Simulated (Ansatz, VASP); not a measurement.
## One calculation of GaAs, two programs

```xyz
2
Lattice="0.0000 2.8331 2.8331 2.8331 0.0000 2.8331 2.8331 2.8331 0.0000" Properties=species:S:1:pos:R:3 pbc="T T T"
Ga    0.0000    0.0000    0.0000
As    1.4165    1.4165    1.4165
```

Alike in both runs: task single point; functional HSE06; k mesh 4 × 4 × 4; occupations methfessel-paxton of order 1, width 0.2 eV; no spin polarisation.

|  | VASP | Ansatz |
| --- | --- | --- |
| version | VASP 6.6.1 | Ansatz 0.2.0 |
| potentials or method | VASP PAW PBE potentials, release 64 (Ga_d, As) | plane waves |
| plane-wave cutoff (eV) | 520 | 420 |
| valence electrons in the cell | 18 | 28 |

VASP gave:

* pressure (GPa): 0.8

Question: Which values does Ansatz return?

Answer: Pressure (GPa): 0.9.

VASP's potentials hold 18 valence electrons a cell and Ansatz's 28, so a difference there can come from the potentials and not from the codes. Ansatz's warnings: stress exchange threshold loose, stress scf threshold loose.

The k mesh is coarse, so the values compare programs but aren't converged.
